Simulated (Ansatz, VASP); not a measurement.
Ti20Si: VASP beside Ansatz

```
CELL_PARAMETERS angstrom
5.77235 0.00000 0.00000
-2.88618 4.99901 0.00000
0.00000 0.00000 26.51368
ATOMIC_POSITIONS crystal
Ti 0.33333 0.16667 0.15087
Ti 0.33333 0.66667 0.15087
Ti 0.83333 0.16667 0.15087
Ti 0.83333 0.66667 0.15087
Ti 0.16667 0.33333 0.23712
Ti 0.16667 0.83333 0.23712
Ti 0.66667 0.33333 0.23712
Ti 0.66667 0.83333 0.23712
Ti 0.33333 0.16667 0.32464
Ti 0.33333 0.66667 0.32464
Ti 0.83333 0.16667 0.32464
Ti 0.83333 0.66667 0.32464
Ti 0.16667 0.33333 0.41310
Ti 0.16667 0.83333 0.41310
Ti 0.66667 0.33333 0.41310
Ti 0.66667 0.83333 0.41310
Ti 0.33333 0.16667 0.49460
Ti 0.33333 0.66667 0.49460
Ti 0.83333 0.16667 0.49460
Ti 0.83333 0.66667 0.49460
Si 0.33333 0.16667 0.58889
```

Alike in both runs: task single point; functional PBE; dispersion D3(BJ); k mesh 6 × 6 × 1; occupations gaussian, width 0.1 eV; no spin polarisation.

|  | VASP | Ansatz |
| --- | --- | --- |
| version | VASP 6.6.1 | Ansatz 0.2.0 |
| potentials or method | VASP PAW PBE potentials, release 64 (Ti_sv, Si), cutoff 520 eV | scalar-relativistic, plane waves, PAW |
| valence electrons in the cell | 244 | 244 |

VASP gave:

| Quantity | Value |
| --- | --- |
| gap on the k mesh at the Fermi level (eV) | none |
| rms of the force components (eV/Å) | 0.321 |

Question: What did Ansatz give for the same quantities?

Answer: gap on the k mesh at the Fermi level (eV): none; rms of the force components (eV/Å): 0.320.

Atom by atom the forces differ by 0.005 eV/Å (rms over components). A gap of «none» marks a metal or a gap that the smearing closes.
